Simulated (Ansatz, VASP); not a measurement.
WC in VASP and in Ansatz

INCAR

```
  PREC = Accurate
  ENCUT = 520
  EDIFF = 1E-7
  ISMEAR = 0
  SIGMA = 0.15
  LREAL = False
  LASPH = True
  NELM = 80
  ALGO = Normal
  ISIF = 2
  LWAVE = False
  LCHARG = False
  GGA = PS
  NBANDS = 16
```

The input KPOINTS:

```
Automatic mesh
0
Gamma
  18 18 16
```

Contents of POSCAR:

```
WC
1.0
    2.9005014360      0.0000000000      0.0000000000
   -1.4502507180      2.5119079273      0.0000000000
    0.0000000000      0.0000000000      2.7158400000
W C
1 1
Direct
    0.0000000000      0.0000000000      0.0000000000
    0.6666666667      0.3333333333      0.5000000000
```

Input for Ansatz:

```yaml
crystal:
  lattice:
    - [2.900501436, 0.0, 0.0]
    - [-1.450250718, 2.5119079273, 0.0]
    - [0.0, 0.0, 2.71584]
  atoms:
    - { symbol: W, position: [0.0, 0.0, 0.0] }
    - { symbol: C, position: [0.6666666667, 0.3333333333, 0.5] }
basis:
  ecutwfc: 420
kpoints:
  mp_grid: { grid: [18, 18, 16] }
hamiltonian:
  xc: pbesol
scf:
  occupations: { method: gaussian, width: 0.15 }
output:
  forces: true
  stress: true
  eigenvalues: true
  write_density: true
  write_potential: true
  elf: true
  volumetric_format: npy
```

Change from the starting cell: strain +0.000 along x and y, -0.040 along z, atoms carried along.

Alike in both runs: task single point; functional PBEsol; k mesh 18 × 18 × 16; occupations gaussian, width 0.15 eV; no spin polarisation.

```csv
,VASP,Ansatz
version,VASP 6.6.1,Ansatz 0.2.0
potentials or method,"VASP PAW PBE potentials, release 64 (W_sv, C), cutoff 520 eV","scalar-relativistic, plane waves, PAW"
valence electrons in the cell,18,18
```

Ansatz gave:

- gap on the k mesh at the Fermi level (eV): none
- pressure (GPa): 19.8
- traceless stress, the component that is largest in VASP (GPa): 23.81

Task: Which values does VASP return?

Result: gap on the k mesh at the Fermi level (eV): none; pressure (GPa): 21.4; traceless stress, the component that is largest in VASP (GPa): 24.18.

VASP's potentials were made for PBE, not for PBEsol. A gap of «none» marks a metal or a gap that the smearing closes.

Neither program's run includes spin-orbit coupling.
